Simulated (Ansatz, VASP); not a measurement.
**One calculation of CrO2, two programs**

```
CELL_PARAMETERS angstrom
4.44805 0.00000 0.00000
0.00000 4.52923 0.00000
0.00000 0.00000 2.98596
ATOMIC_POSITIONS crystal
Cr 0.50000 0.50000 0.50000
Cr 0.00000 0.00000 0.00000
O 0.79297 0.18982 0.50000
O 0.20703 0.81018 0.50000
O 0.70703 0.68982 0.00000
O 0.29297 0.31018 0.00000
```

Alike in both runs: task single point; functional LDA; k mesh 5 × 5 × 8; collinear spin.

```csv
,VASP,Ansatz
version,VASP 6.6.1,Ansatz 0.2.0
potentials or method,"VASP PAW LDA potentials, release 64 (Cr_pv, O)","plane waves, PAW"
plane-wave cutoff (eV),520,420
occupations,"methfessel-paxton of order 1, width 0.05 eV","cold, width 0.05 eV"
valence electrons in the cell,48,52
```

Ansatz gave:

```
pressure (GPa)                                                : -25.8
traceless stress, the component that is largest in VASP (GPa) : -7.15
rms of the force components (eV/Å)                            : 0.288
net moment per atom (μB)                                      : 0.00
size of the moment on the site where the two differ most (μB) : 1.50
```

Q: Estimate VASP's values.

A: Pressure (GPa): -25.3; traceless stress, the component that is largest in VASP (GPa): -7.12; rms of the force components (eV/Å): 0.279; net moment per atom (μB): 0.00; size of the moment on the site where the two differ most (μB): 1.74.

LDA's correlation is that of Perdew and Zunger in VASP and of Perdew and Wang (1992) in Ansatz. Site moments also hang on the region over which each program counts them. Atom by atom the forces differ by 0.009 eV/Å (rms over components). VASP's potentials hold 48 valence electrons a cell and Ansatz's 52, so a difference there can come from the potentials and not from the codes. Ansatz's warnings: stability check not made.
